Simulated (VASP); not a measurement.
Hf:

```
CELL_PARAMETERS angstrom
4.01635 0.00000 0.00000
0.00000 4.01635 0.00000
0.00000 0.00000 4.01635
ATOMIC_POSITIONS crystal
Hf 0.00000 0.50000 0.50000
Hf 0.50000 0.00000 0.50000
Hf 0.50000 0.50000 0.00000
```

The cell was generated, and may not be a known phase.

| Quantity | Value |
| --- | --- |
| Program | VASP 6.6.1 |
| Task | relaxation of cell and atoms |
| Functional | PBE |
| Potentials or basis | VASP PAW PBE potentials, release 64 (Hf_pv) |
| Cutoff | 600 eV |
| k mesh | 4 × 4 × 4 |
| Occupations | gaussian, width 0.1 eV |
| Spin | no spin polarisation |

At the start: pressure 17.6 GPa; volume 21.60 Å³/atom.

Q: Where does the relaxation end?

A: Over 3 steps the energy falls by 210.9 meV/atom and the volume is 26.02 Å³/atom (+20.5 %); space group Pm-3m (No. 221, to 0.1 Å) before and after.

Step by step:
| step | energy change (eV) | largest force (eV/Å) | pressure (GPa) | volume (Å³) |
| --- | --- | --- | --- | --- |
| 1 | 0.0000 | 0.0000 | 17.64 | 64.79 |
| 2 | -0.2986 | 0.0000 | -8.30 | 89.73 |
| 3 | -0.6326 | 0.0000 | -0.06 | 78.05 |

Final structure:
```cif
data_structure
_symmetry_space_group_name_H-M 'P 1'
_symmetry_Int_Tables_number 1
_cell_length_a 4.2736
_cell_length_b 4.2736
_cell_length_c 4.2736
_cell_angle_alpha 90.000
_cell_angle_beta 90.000
_cell_angle_gamma 90.000
_cell_volume 78.05
loop_
_atom_site_label
_atom_site_type_symbol
_atom_site_fract_x
_atom_site_fract_y
_atom_site_fract_z
_atom_site_occupancy
Hf1 Hf 0.00000 0.50000 0.50000 1
Hf2 Hf 0.50000 0.00000 0.50000 1
Hf3 Hf 0.50000 0.50000 0.00000 1
```

Caveat: the k points lie up to 0.37 Å⁻¹ apart in the final cell, too coarse for converged energies and pressures of a metal; the volume moved by over 15 % at a fixed basis, so the end points are rough.
